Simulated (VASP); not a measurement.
**Be7Te: single point with PBE**

Be7Te:

```
Be Te
1.0
     5.44521    0.00000    0.00000
    -2.72261    4.71569    0.00000
     0.00000    0.00000    3.57547
Be Te
7 1
Cartesian
  2.7226 0.2168 0.0000
  1.0270 3.7367 1.7877
  -1.5491 2.2494 0.0000
  0.0000 1.9580 1.7877
  -1.0270 3.7367 1.7877
  1.5491 2.2494 0.0000
  2.7226 1.5719 1.7877
  0.0000 0.0000 0.0000
```

```json
{"Program": "VASP 6.6.1", "Task": "single point", "Functional": "PBE", "Potentials or basis": "VASP PAW PBE potentials, release 64 (Be, Te)", "Cutoff": "600 eV", "k mesh": "4 × 4 × 4", "Occupations": "gaussian, width 0.2 eV", "Spin": "no spin polarisation"}
```

```yaml
Pressure: 0.1 GPa
Largest_force: 0.035 eV/Å
Band_gap_on_the_k_mesh: zero (bands 10 and 11 overlap by 2.15 eV)
```

Forces in eV/Å, atoms in the order of the input:
```
Be   0.000 -0.035  0.000
Be  -0.005 -0.003  0.000
Be   0.030  0.017  0.000
Be   0.000  0.006  0.000
Be   0.005 -0.003  0.000
Be  -0.030  0.017  0.000
Be   0.000  0.000  0.000
Te   0.000  0.000  0.000
```

Stress tensor (GPa, compression positive):
```
-0.06  0.00  0.00
 0.00 -0.06  0.00
 0.00  0.00  0.49
```

Levels at points of the mesh, in eV from the Fermi level:
```
           k point  band 8  band 9  band 10  band 11  band 12  band 13
(0.00, 0.00, 0.00)   -3.45    0.88     1.12     2.89     2.89     3.36
(0.50, 0.00, 0.00)   -1.64   -1.17    -0.46     0.07     1.01     1.67
(0.00, 0.00, 0.50)   -3.37   -3.37    -1.30    -1.02    -1.02    -0.79
(0.50, 0.00, 0.50)   -3.82   -0.66     0.34     0.61     0.86     1.25
```

Run time: 22 s on 1 thread of Intel(R) Xeon(R) 6975P-C (Granite Rapids), on a shared host, peak memory 0.25 GiB.

Caveat: the k points lie up to 0.44 Å⁻¹ apart, too coarse for converged energies and pressures of a metal; spin-orbit coupling is left out, which moves the levels of the heavy elements.
